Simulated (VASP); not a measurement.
Set up this calculation in VASP 6.6.1, as the native input.

* Task: single point
* Functional: PBE
* Potentials or basis: VASP PAW PBE potentials, release 64 (Cs_sv)
* Cutoff: 520 eV
* k mesh: 9 × 9 × 6
* Occupations: gaussian, width 0.1 eV
* Spin: no spin polarisation
* Dipole correction: no
* Further INCAR settings: ALGO = Fast; EDIFF = 1e-06; NBANDS = 16

The structure of Cs lies in POSCAR:

```
Cs
1.0
    5.6278693988      0.0000000000      0.0000000000
   -2.8139346994      4.8738778686      0.0000000000
    0.0000000000      0.0000000000      8.5276146309
Cs
2
Direct
    0.3333333300      0.6666666700      0.2500000000
    0.6666666700      0.3333333300      0.7500000000
```

This cell differs from its parent crystal: strained.

These files were run (other wordings do the same):

INCAR

```
PREC     = Accurate       # precision mode
ENCUT    = 520            # plane-wave cutoff, eV
EDIFF    = 1E-6           # SCF threshold, eV
ISMEAR   = 0              # smearing method
SIGMA    = 0.1            # smearing width, eV
LREAL    = F              # projectors in reciprocal space
LASPH    = T              # aspherical terms in the spheres
NELM     = 100            # most SCF steps
ALGO     = Fast           # electronic algorithm
ISIF     = 2              # what is computed and relaxed
LWAVE    = F              # write WAVECAR
LCHARG   = T              # write CHGCAR
GGA      = PE             # functional
LELF     = T              # ELF
LVHAR    = T            
NBANDS   = 16             # bands
```

KPOINTS

```
Automatic mesh
0
Gamma
  9 9 6
```

Potentials or basis: VASP PAW PBE potentials, release 64 (Cs_sv).

Run with:

```bash
$ cat potpaw_PBE.64/Cs_sv/POTCAR > POTCAR
$ mpirun -np 1 vasp_std > vasp.out
```

Results of the run:

```json
{"Pressure": "0.0 GPa", "Band gap on the k mesh": "zero (band 9 reaches 1.17 eV, above the bottom of band 10 at -0.58 eV)"}
```

Caveat: the cell differs from its parent crystal (strained); spin-orbit coupling is left out, which moves the levels of the heavy elements.

It took 59 s on 1 thread of Intel(R) Xeon(R) 6975P-C (Granite Rapids), on a shared host, peak memory 0.39 GiB.
